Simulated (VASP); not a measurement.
Here is a VASP 6.6.1 calculation.

File INCAR:

```
SYSTEM = CoPdO2
PREC = Accurate
ENCUT = 520
EDIFF = 1E-6
ISMEAR = 0
SIGMA = 0.1
LREAL = .FALSE.
LASPH = .TRUE.
NELM = 100
ALGO = Normal
ISIF = 2
LWAVE = .FALSE.
LCHARG = .TRUE.
GGA = PS
LELF = .TRUE.
LVHAR = .TRUE.
NBANDS = 24
```

Contents of KPOINTS:

```
regular mesh
0
G
  9 9 9
  0 0 0
```

File POSCAR:

```
CoPdO2
1.0
    1.4073991836      0.8125622975      5.8814634908
   -1.4073991836      0.8125622975      5.8814634908
    0.0000000000     -1.6251245950      5.8814634908
Co Pd O
1 1 2
Direct
    0.5000000000      0.5000000000      0.5000000000
    0.0000000000      0.0000000000      0.0000000000
    0.1125343146      0.1125343146      0.1125343146
    0.8874656854      0.8874656854      0.8874656854
```

Potentials or basis: VASP PAW PBE potentials, release 64 (Co, Pd, O).

Launch:

```sh
$ cat potpaw_PBE.64/Co/POTCAR potpaw_PBE.64/Pd/POTCAR potpaw_PBE.64/O/POTCAR > POTCAR
$ mpirun -np 1 vasp_std > vasp.out
```

Predict the pressure.

-0.3 GPa.

What does it give for the largest force?

0.031 eV/Å.

Stress tensor (GPa, compression positive):
```
-0.23  0.00  0.00
 0.00 -0.23  0.00
 0.00  0.00 -0.44
```

Caveat: the PAW data sets were made with another functional, which shifts forces and pressure a little; an odd number of electrons without spin polarisation forces a metal; a magnetic or distorted state may lie lower; the run has no spin polarisation, though such a crystal can be magnetic; semilocal functionals often make such compounds metallic where correlation or magnetic order opens a gap, which also shifts bond lengths. Spin polarisation is off, so any magnetic state and its effect on volume and gap are missing.
